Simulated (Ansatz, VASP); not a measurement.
# SnTe in VASP and in Ansatz

```
Sn Te
1.0
    -2.26692    2.26692    3.21724
     2.26692   -2.26692    3.21724
     2.26692    2.26692   -3.21724
Sn Te
1 1
Direct
  0.69747 0.69747 0.00000
  0.17753 0.17753 0.00000
```

Change from the starting cell: species swapped into the CdTe type (Cmc2_1, No. 36).

Alike in both runs: functional PBE; k mesh 12 × 12 × 12; occupations gaussian, width 0.02 eV; no spin polarisation.

Ansatz relaxed the structure, and its values are those at the end. VASP's run is a single point on that final structure, the one shown.

```csv
,VASP,Ansatz
version,VASP 6.6.1,Ansatz 0.2.0
potentials or method,"VASP PAW PBE potentials, release 64 (Sn_d, Te), cutoff 520 eV","scalar-relativistic, plane waves, PAW"
valence electrons in the cell,20,30
```

```csv
,VASP,Ansatz,Ansatz less VASP
gap on the k mesh at the Fermi level (eV),0.33,0.33,-0.004
least direct gap on the mesh (eV),0.33,0.33,-0.004
pressure (GPa),-0.1,0.0,+0.06
```

VASP's potentials hold 20 valence electrons a cell and Ansatz's 30, so a difference there can come from the potentials and not from the codes.

Spin-orbit coupling is off throughout.
